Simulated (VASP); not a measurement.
A run of VASP 6.6.1 is set up as follows.

The input INCAR:

```
SYSTEM = Au
PREC = Accurate ; ENCUT = 520
EDIFF = 1E-6 ; ISMEAR = 0
SIGMA = 0.05 ; LREAL = .FALSE.
LASPH = .TRUE. ; NELM = 80
ALGO = Fast ; ISIF = 2
LWAVE = .FALSE. ; LCHARG = .FALSE.
GGA = PE ; NBANDS = 18
```

Contents of KPOINTS:

```
regular mesh
0
G
  15 15 8
  0 0 0
```

File POSCAR:

```
Au
1.0
    2.9000000000      0.0000000000      0.0000000000
   -1.4500000000      2.5114736710      0.0000000000
    0.0000000000      0.0000000000      4.8800000000
Au
2
Direct
    0.3333333333      0.6666666667      0.7500000000
    0.6666666667      0.3333333333      0.2500000000
```

Potentials or basis: VASP PAW PBE potentials, release 64 (Au).

Run with:

```console
$ cat potpaw_PBE.64/Au/POTCAR > POTCAR
$ mpirun -np 1 vasp_std > vasp.out
```

Problem. Estimate the band gap on the k mesh.

Solution. Zero (band 11 reaches 12.88 eV, above the bottom of band 12 at 6.20 eV).

Problem. Estimate the pressure.

Solution. 1.6 GPa.

Stress tensor (GPa, compression positive):
```
1.59 0.00 0.00
0.00 1.59 0.00
0.00 0.00 1.69
```

Caveat: spin-orbit coupling is left out, which moves the levels of the heavy elements.
